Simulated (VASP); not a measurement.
# AlNi (NiAs type) (P6_3/mmc) in VASP: notebook, part 2 of 2

VASP 6.6.1.

## (3) Single point, PBE

This run uses another cell than the first one, of 12.52 Å³/atom, 1.100 times its volume.

The input, INCAR:

```
SYSTEM = AlNi
PREC = Accurate ; ENCUT = 520
EDIFF = 1E-6 ; ISMEAR = -1
SIGMA = 0.1 ; LREAL = .False.
LASPH = .True. ; NELM = 100
ALGO = Normal ; ISIF = 2
LWAVE = .False. ; LCHARG = .False.
GGA = PE ; NBANDS = 21
```

The input, KPOINTS:

```
regular mesh
0
Gamma
  11 11 7
  0 0 0
```

The input, POSCAR:

```
AlNi
1.0
    3.4289604914      0.0000000000      0.0000000000
   -1.7144802457      2.9695668941      0.0000000000
    0.0000000000      0.0000000000      4.9173267429
Ni Al
2 2
Direct
    0.0000000000      0.0000000000      0.0000000000
    0.0000000000      0.0000000000      0.5000000000
    0.3333333333      0.6666666667      0.2500000000
    0.6666666667      0.3333333333      0.7500000000
```

Potentials or basis: VASP PAW PBE potentials, release 64 (Ni, Al).

Launch:

```
> cat potpaw_PBE.64/Ni/POTCAR potpaw_PBE.64/Al/POTCAR > POTCAR
> mpirun -np 1 vasp_std > vasp.out
```

OUTCAR:

```text
SYSTEM = AlNi
   PREC = Accurate
   ENCUT = 520
   EDIFF = 1E-6
   ISMEAR = -1
   LREAL = .False.
   LASPH = .True.
   NELM = 100
   ISIF = 2
   GGA = PE

 ion  position               nearest neighbor table
   1  0.000  0.000  0.000-   3 2.33   4 2.33   3 2.33   4 2.33   4 2.33   3 2.33   2 2.46   2 2.46

   2  0.000  0.000  0.500-   3 2.33   4 2.33   3 2.33   4 2.33   4 2.33   3 2.33   1 2.46   1 2.46

   3  0.333  0.667  0.250-   1 2.33   2 2.33   1 2.33   2 2.33   1 2.33   2 2.33   4 3.16   4 3.16
                             4 3.16   4 3.16   4 3.16   4 3.16
   4  0.667  0.333  0.750-   1 2.33   2 2.33   1 2.33   2 2.33   1 2.33   2 2.33   3 3.16   3 3.16
                             3 3.16   3 3.16   3 3.16   3 3.16

  LATTYP: Found a hexagonal cell.
 ALAT       =     3.4289604914
 C/A-ratio  =     1.4340575680

  Lattice vectors:

 A1 = (   3.4289604914,   0.0000000000,   0.0000000000)
 A2 = (  -1.7144802457,   2.9695668941,   0.0000000000)
 A3 = (   0.0000000000,   0.0000000000,   4.9173267429)

Analysis of symmetry for initial positions (statically):
=====================================================================
 Subroutine PRICEL returns:
 Original cell was already a primitive cell.

[... 178 lines left out ...]
 cond. band min:       9.1696702175   @ k =   0.3636   0.2727   0.2857
 fundamental gap:      0.0754772662
 Fermi energy:         9.0987937589

 k-point     1 :       0.0000    0.0000    0.0000
  band No.  band energies     occupation
      1      -1.3084      2.00000
      2       3.9121      2.00000
      3       4.7910      2.00000
      4       5.6474      2.00000
      5       5.8559      2.00000
      6       5.8559      2.00000
[... 565 lines left out ...]
     20      18.6043      0.00000
     21      19.0057      0.00000

 [... further k-points ...]

------------------------ aborting loop because EDIFF is reached ----------------------------------------

  FORCE on cell =-STRESS in cart. coord.  units (eV):
  Direction    XX          YY          ZZ          XY          YZ          ZX
  --------------------------------------------------------------------------------------
  -------------------------------------------------------------------------------------
  Total        6.0966052      6.0966052      6.1684878      0.0000000     -0.0000000      0.0000000
  in kB      195.0805589    195.0805589    197.3806760      0.0000000     -0.0000000      0.0000000
  external PRESSURE =     195.8472646 kB  Pullay stress =       0.0000000 kB

 VOLUME and BASIS-vectors are now :
 -----------------------------------------------------------------------------
  energy-cutoff  :      520.00
  volume of cell :       50.07
      direct lattice vectors                 reciprocal lattice vectors
     3.428960491  0.000000000  0.000000000     0.291633573  0.168374722  0.000000000
    -1.714480246  2.969566894  0.000000000     0.000000000  0.336749444  0.000000000
     0.000000000  0.000000000  4.917326743     0.000000000  0.000000000  0.203362529

 POSITION                                       TOTAL-FORCE (eV/Angst)
 -----------------------------------------------------------------------------------
      0.00000      0.00000      0.00000         0.000000      0.000000      0.000000
      0.00000      0.00000      2.45866         0.000000      0.000000      0.000000
     -0.00000      1.97971      1.22933         0.000000     -0.000000     -0.000000
      1.71448      0.98986      3.68800        -0.000000      0.000000     -0.000000
 -----------------------------------------------------------------------------------
    total drift:                               -0.000000      0.000000     -0.000000

  FREE ENERGIE OF THE ION-ELECTRON SYSTEM (eV)
  ---------------------------------------------------
  free  energy   TOTEN  =       -19.4023998995 eV

  energy  without entropy=      -19.3548650981  energy(sigma->0) =      -19.37863250
```

stdout:

```text
POSCAR found type information on POSCAR NiAl
 POSCAR found :  2 types and       4 ions
 scaLAPACK will be used
 LDA part: xc-table for (Slater+PW92), standard interpolation
 POSCAR, INCAR and KPOINTS ok, starting setup
 FFT: planning ... GRIDC
 FFT: planning ... GRID_SOFT
 FFT: planning ... GRID
 WAVECAR not read
 entering main loop
```

Run time: 30 s. Hardware: 1 thread of Intel Xeon 6975P-C (Granite Rapids), shared host; peak memory 0.21 GiB.

What came out:

```yaml
Free_energy: -19.4024 eV
Pressure: 19.6 GPa
Band_gap_on_the_k_mesh: zero (band 13 reaches 12.68 eV, above the bottom of band 14 at 7.87 eV)
```

Stress tensor (GPa, compression positive):
```
19.51  0.00  0.00
 0.00 19.51  0.00
 0.00  0.00 19.74
```

Spin polarisation is off, so any magnetic state and its effect on volume and gap are missing.

## (4) Single point, PBE

The input, INCAR:

```
  PREC = Accurate
  ENCUT = 520
  EDIFF = 1E-6
  ISMEAR = -1
  SIGMA = 0.1
  LREAL = F
  LASPH = T
  NELM = 80
  ALGO = Normal
  ISIF = 2
  LWAVE = F
  LCHARG = F
  GGA = PE
  NBANDS = 21
```

The input, KPOINTS:

```
regular mesh
0
Gamma
  11 11 7
```

POSCAR is that of step 3.

Launch:

```
> cat potpaw_PBE.64/Ni/POTCAR potpaw_PBE.64/Al/POTCAR > POTCAR
> mpirun -np 1 vasp_std > vasp.out
```

It took 32 s on 1 thread of Intel Xeon 6975P-C (Granite Rapids), shared host; peak memory 0.21 GiB.

It converged, with:

```yaml
Free_energy: -19.4024 eV
Pressure: 19.6 GPa
Band_gap_on_the_k_mesh: zero (band 13 reaches 12.68 eV, above the bottom of band 14 at 7.87 eV)
```

Stress tensor (GPa, compression positive):
```
19.51  0.00  0.00
 0.00 19.51  0.00
 0.00  0.00 19.74
```

Levels at points of the mesh, in eV from the Fermi level:
| k point | band 10 | band 11 | band 12 | band 13 | band 14 | band 15 | band 16 | band 17 |
| --- | --- | --- | --- | --- | --- | --- | --- | --- |
| (0.00, 0.00, 0.00) | -2.32 | -1.28 | -1.28 | 0.73 | 4.79 | 4.79 | 7.51 | 7.51 |

Spin polarisation is off, so any magnetic state and its effect on volume and gap are missing.

## (5) Single point, PBE

This run uses another cell than the first one, of 13.37 Å³/atom, 1.175 times its volume.

The input, INCAR:

```
SYSTEM = AlNi
PREC = Accurate ; ENCUT = 520
EDIFF = 1E-7 ; ISMEAR = -1
SIGMA = 0.1 ; LREAL = .FALSE.
LASPH = .TRUE. ; NELM = 80
ALGO = Normal ; ISIF = 2
LWAVE = .FALSE. ; LCHARG = .FALSE.
GGA = PE ; NBANDS = 21
```

The input, KPOINTS:

```
regular mesh
0
G
  11 11 7
  0 0 0
```

The input, POSCAR:

```
AlNi
1.0
    3.5259530045      0.0000000000      0.0000000000
   -1.7629765023      3.0535648744      0.0000000000
    0.0000000000      0.0000000000      4.9675948902
Ni Al
2 2
Direct
    0.0000000000      0.0000000000      0.0000000000
    0.0000000000      0.0000000000      0.5000000000
    0.3333333333      0.6666666667      0.2500000000
    0.6666666667      0.3333333333      0.7500000000
```

Launch:

```
> cat potpaw_PBE.64/Ni/POTCAR potpaw_PBE.64/Al/POTCAR > POTCAR
> mpirun -np 1 vasp_std > vasp.out
```

Wall time 38 s (1 thread of Intel Xeon 6975P-C (Granite Rapids), shared host); peak memory 0.21 GiB.

It converged, with:

```yaml
Free_energy: -19.6926 eV
Pressure: 8.3 GPa
Band_gap_on_the_k_mesh: zero (band 13 reaches 11.87 eV, above the bottom of band 14 at 7.18 eV)
```

Stress tensor (GPa, compression positive):
```
8.18 0.00 0.00
0.00 8.18 0.00
0.00 0.00 8.40
```

Levels at points of the mesh, in eV from the Fermi level:
```
           k point  band 9  band 10  band 11  band 12  band 13  band 14  band 15  band 16  band 17  band 18
(0.00, 0.00, 0.00)   -2.09    -2.09    -1.12    -1.12     0.77     4.43     4.43     6.98     6.98     7.58
```

## (6) Overview

```tsv
cell	gap on the mesh (eV)	pressure (GPa)
a = 3.286, b = 3.286, c = 4.868 Å, angles 90.0, 90.0, 120.0°, 4 atoms	none	41.7
a = 3.429, b = 3.429, c = 4.917 Å, angles 90.0, 90.0, 120.0°, 4 atoms	none	19.6
a = 3.526, b = 3.526, c = 4.968 Å, angles 90.0, 90.0, 120.0°, 4 atoms	none	8.3
```

Alike in all rows: task single point; level PBE; potentials or basis VASP PAW PBE potentials, release 64 (Ni, Al); no spin polarisation; k mesh 11 × 11 × 7; cutoff (eV) 520; smearing fermi-dirac 0.1 eV.

Absolute energies hang on the potentials; compare differences alone.
